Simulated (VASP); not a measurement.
# Cu3B (Pm-3m) in VASP: a series of runs

The runs below take Cu3B through single point, with PBE.

Everything below comes from runs of VASP 6.6.1. Logs are shortened: lines on timing, memory, paths and dates and some standing lists are left out, and cuts for length are marked.

**1. The cell of the first run**

It takes space group Pm-3m (No. 221, cubic). Conventional cell: a = 3.916 Å, b = 3.916 Å, c = 3.916 Å, α = 90.00°, β = 90.00°, γ = 90.00°. Within 2.6 Å of Cu (site symmetry 4/mmm) lie 2 B at 1.96 Å. Within 2.6 Å of B (site symmetry m-3m) lie 6 Cu at 1.96 Å.

The cell was built from a structure type or drawn by symmetry, and may not be a known phase.

**2. Single point, PBE**

File INCAR:

```
ALGO     = Normal         # electronic algorithm
EDIFF    = 1E-6           # SCF threshold, eV
ENCUT    = 600            # plane-wave cutoff, eV
GGA      = PE             # functional
GGA_COMPAT= False        
ISIF     = 2              # what is computed and relaxed
ISMEAR   = 0              # smearing method
LASPH    = True           # aspherical terms in the spheres
LCHARG   = False          # write CHGCAR
LREAL    = False          # projectors in reciprocal space
LWAVE    = False          # write WAVECAR
NBANDS   = 26             # bands
NELM     = 120            # most SCF steps
PREC     = Accurate       # precision mode
SIGMA    = 0.2            # smearing width, eV
```

File KPOINTS:

```
k-points
0
Gamma
  5 5 5
```

File POSCAR:

```
Cu3B
1.0
    3.9164273511      0.0000000000      0.0000000000
    0.0000000000      3.9164273511      0.0000000000
    0.0000000000      0.0000000000      3.9164273511
Cu B
3 1
Direct
    0.5000000000      0.0000000000      0.0000000000
    0.0000000000      0.5000000000      0.0000000000
    0.0000000000      0.0000000000      0.5000000000
    0.0000000000      0.0000000000      0.0000000000
```

Potentials or basis: VASP PAW PBE potentials, release 64 (Cu, B).

Launch:

```console
$ cat potpaw_PBE.64/Cu/POTCAR potpaw_PBE.64/B/POTCAR > POTCAR
$ mpirun -np 1 vasp_std > vasp.out
```

OUTCAR:

```text
EDIFF = 1E-6
   ENCUT = 600
   GGA = PE
   ISIF = 2
   ISMEAR = 0
   LASPH = True
   LREAL = False
   NELM = 120
   PREC = Accurate

 ion  position               nearest neighbor table
   1  0.500  0.000  0.000-   4 1.96   4 1.96   2 2.77   3 2.77   2 2.77   2 2.77   3 2.77   3 2.77
                             3 2.77   2 2.77
   2  0.000  0.500  0.000-   4 1.96   4 1.96   1 2.77   3 2.77   1 2.77   3 2.77   3 2.77   3 2.77
                             1 2.77   1 2.77
   3  0.000  0.000  0.500-   4 1.96   4 1.96   1 2.77   1 2.77   2 2.77   2 2.77   2 2.77   2 2.77
                             1 2.77   1 2.77
   4  0.000  0.000  0.000-   1 1.96   2 1.96   3 1.96   3 1.96   2 1.96   1 1.96

  LATTYP: Found a simple cubic cell.
 ALAT       =     3.9164273511

  Lattice vectors:

 A1 = (   3.9164273511,   0.0000000000,   0.0000000000)
 A2 = (   0.0000000000,   3.9164273511,   0.0000000000)
 A3 = (   0.0000000000,   0.0000000000,   3.9164273511)

Analysis of symmetry for initial positions (statically):
=====================================================================
 Subroutine PRICEL returns:
 Original cell was already a primitive cell.

 Routine SETGRP: Setting up the symmetry group for a
 simple cubic supercell.

 Subroutine GETGRP returns: Found 48 space group operations
 (whereof 48 operations were pure point group operations)
 out of a pool of 48 trial point group operations.

The static configuration has the point symmetry O_h .

Analysis of symmetry for dynamics (positions and initial velocities):
=====================================================================
 Subroutine PRICEL returns:
 Original cell was already a primitive cell.

 Routine SETGRP: Setting up the symmetry group for a
 simple cubic supercell.

 Subroutine GETGRP returns: Found 48 space group operations
 (whereof 48 operations were pure point group operations)
 out of a pool of 48 trial point group operations.

The dynamic configuration has the point symmetry O_h .

 Subroutine INISYM returns: Found 48 space group operations
 (whereof 48 operations are pure point group operations),
 and found     1 'primitive' translations

[... 77 lines left out ...]
   ISPIN  =      1    spin polarized calculation?
   LNONCOLLINEAR =      F non collinear calculations
   LSORBIT =      F    spin-orbit coupling
   LASPH  =      T    aspherical Exc in radial PAW
   ENCUT  =  600.0 eV  44.10 Ry    6.64 a.u.   7.82  7.82  7.82*2*pi/ulx,y,z
   NELM   =    120;   NELMIN=  2; NELMDL= -5     # of ELM steps
   EDIFF  = 0.1E-05   stopping-criterion for ELM
   LREAL  =      F    real-space projection
   EDIFFG = 0.1E-04   stopping-criterion for IOM
   NSW    =      0    number of steps for IOM
   IBRION =     -1    ionic relax: 0-MD 1-quasi-New 2-CG
   NFREE  =      0    steps in history (QN), initial steepest desc. (CG)
   ISIF   =      2    stress and relaxation
   ISYM   =      2    0-nonsym 1-usesym 2-fastsym
   POTIM  = 0.5000    time-step for ionic-motion
   TEBEG  =    0.0;   TEEND  =   0.0 temperature during run
   PSTRESS=    0.0 pullay stress
   NELECT =      36.0000    total number of electrons
   NUPDOWN=      -1.0000    fix difference up-down
   EMIN   =  10.00;   EMAX   =-10.00  energy-range for DOS
   EFERMI =   0.00;   METHOD = LEGACY
   ISMEAR =     0;   SIGMA  =   0.20  broadening in eV -4-tet -1-fermi 0-gaus
   EFERMI_NEDOS =   21; number of points for ismear=-14 and -15
   IALGO  =     38    algorithm
   IMIX   =      4    mixing-type and parameters
     AMIX     =   0.40;   BMIX     =  1.00
     AMIX_MAG =   1.60;   BMIX_MAG =  1.00
  volume/ion in A,a.u.               =      15.02       101.35
  Fermi-wavevector in a.u.,A,eV,Ry     =   1.380233  2.608261 25.919667  1.905042
  Thomas-Fermi vector in A             =   2.505129
   LORBIT       =      0    0 simple, 1 ext, 2 COOP (PROOUT), +10 PAW based schemes
   GGA     = PE    functional components
   LHFCALC =     F    Hartree Fock is set to
   AEXX    =    0.0000 exact exchange contribution
   IVDW    =     0    specifies the selected vdW correction
   LEPSILON=     F    determine dielectric tensor
   LRPA    =     F    only Hartree local field effects (RPA)
 non-spin polarized calculation
 Gauss-broadening in eV      SIGMA  =   0.20
  energy-cutoff  :      600.00
  volume of cell :       60.07
 maximum number of plane-waves:      2022
 NGX is ok and might be reduce to    32
   NGX = 15   NGY = 15   NGZ = 15

 number of electron      36.0000005 magnetization

 Free energy of the ion-electron system (eV)
  ---------------------------------------------------
  ext. energy  EPLUGINS =         0.00000000
  ---------------------------------------------------
  free energy    TOTEN  =       -15.80475726 eV

  energy without entropy =      -15.77545598  energy(sigma->0) =      -15.79010662

 E-fermi :   3.6004     XC(G=0): -10.3724

 val. band max:        3.4101886985   @ k =   0.4000   0.2000   0.2000
 cond. band min:       3.6996349895   @ k =   0.2000   0.2000   0.0000
 fundamental gap:      0.2894462910
 Fermi energy:         3.6003665213

 k-point     1 :       0.0000    0.0000    0.0000
  band No.  band energies     occupation
      1      -6.3572      2.00000
      2      -0.6157      2.00000
      3      -0.0408      2.00000
      4      -0.0408      2.00000
      5      -0.0408      2.00000
      6       0.5441      2.00000
[... 279 lines left out ...]
     25      14.8119      0.00000
     26      14.8251      0.00000

------------------------ aborting loop because EDIFF is reached ----------------------------------------

  FORCE on cell =-STRESS in cart. coord.  units (eV):
  Direction    XX          YY          ZZ          XY          YZ          ZX
  --------------------------------------------------------------------------------------
  -------------------------------------------------------------------------------------
  Total        0.3663507      0.3663507      0.3663507      0.0000000      0.0000000     -0.0000000
  in kB        9.7709622      9.7709622      9.7709622      0.0000000      0.0000000     -0.0000000
  external PRESSURE =       9.7709622 kB  Pullay stress =       0.0000000 kB

 VOLUME and BASIS-vectors are now :
 -----------------------------------------------------------------------------
  energy-cutoff  :      600.00
  volume of cell :       60.07
      direct lattice vectors                 reciprocal lattice vectors
     3.916427351  0.000000000  0.000000000     0.255334750  0.000000000  0.000000000
     0.000000000  3.916427351  0.000000000     0.000000000  0.255334750  0.000000000
     0.000000000  0.000000000  3.916427351     0.000000000  0.000000000  0.255334750

 POSITION                                       TOTAL-FORCE (eV/Angst)
 -----------------------------------------------------------------------------------
      1.95821      0.00000      0.00000         0.000000      0.000000      0.000000
      0.00000      1.95821      0.00000         0.000000      0.000000      0.000000
      0.00000      0.00000      1.95821         0.000000      0.000000      0.000000
      0.00000      0.00000      0.00000         0.000000      0.000000      0.000000
 -----------------------------------------------------------------------------------
    total drift:                                0.000000      0.000000     -0.000000

  FREE ENERGIE OF THE ION-ELECTRON SYSTEM (eV)
  ---------------------------------------------------
  free  energy   TOTEN  =       -15.8047572565 eV

  energy  without entropy=      -15.7754559787  energy(sigma->0) =      -15.79010662
```

Wall time 29 s (1 thread of Intel Xeon 8259CL, shared host); peak memory 0.17 GiB.

What came out:

| Item | Value |
| --- | --- |
| Free energy | -15.8048 eV |
| Pressure | 1.0 GPa |
| Band gap on the k mesh | zero (bands 18 and 19 overlap by 1.78 eV) |

**3. Single point, PBE**

This run uses another cell than the first one, of 15.11 Å³/atom.

File INCAR:

```
ALGO = Normal ; EDIFF = 1E-6
ENCUT = 600 ; GGA = PE
GGA_COMPAT = F ; ISIF = 2
ISMEAR = 0 ; LASPH = T
LCHARG = T ; LELF = T
LREAL = F ; LVHAR = T
LWAVE = F ; NBANDS = 26
NELM = 120 ; PREC = Accurate
SIGMA = 0.2
```

KPOINTS is that of step 2.

File POSCAR:

```
Cu3B
1.0
    3.9245678500      0.0000000000      0.0000000000
    0.0000000000      3.9245678500      0.0000000000
    0.0000000000      0.0000000000      3.9245678500
Cu B
3 1
Direct
    0.0000000000      0.5000000000      0.5000000000
    0.5000000000      0.0000000000      0.5000000000
    0.5000000000      0.5000000000      0.0000000000
    0.5000000000      0.5000000000      0.5000000000
```

Potentials or basis: VASP PAW PBE potentials, release 64 (Cu, B).

Launch:

```console
$ cat potpaw_PBE.64/Cu/POTCAR potpaw_PBE.64/B/POTCAR > POTCAR
$ mpirun -np 1 vasp_std > vasp.out
```

Wall time 35 s (1 thread of Intel Xeon 8259CL, shared host); peak memory 0.17 GiB.

The run converged. Its results:

```
Free energy            : -15.8067 eV
Pressure               : 0.4 GPa
Band gap on the k mesh : zero (bands 18 and 19 overlap by 1.76 eV)
```

Levels at points of the mesh, in eV from the Fermi level:
```csv
k point,band 14,band 15,band 16,band 17,band 18,band 19,band 20,band 21,band 22,band 23
"(0.00, 0.00, 0.00)",-1.89,-1.89,-1.67,-1.28,-1.28,-1.28,5.00,5.09,5.09,8.90
```
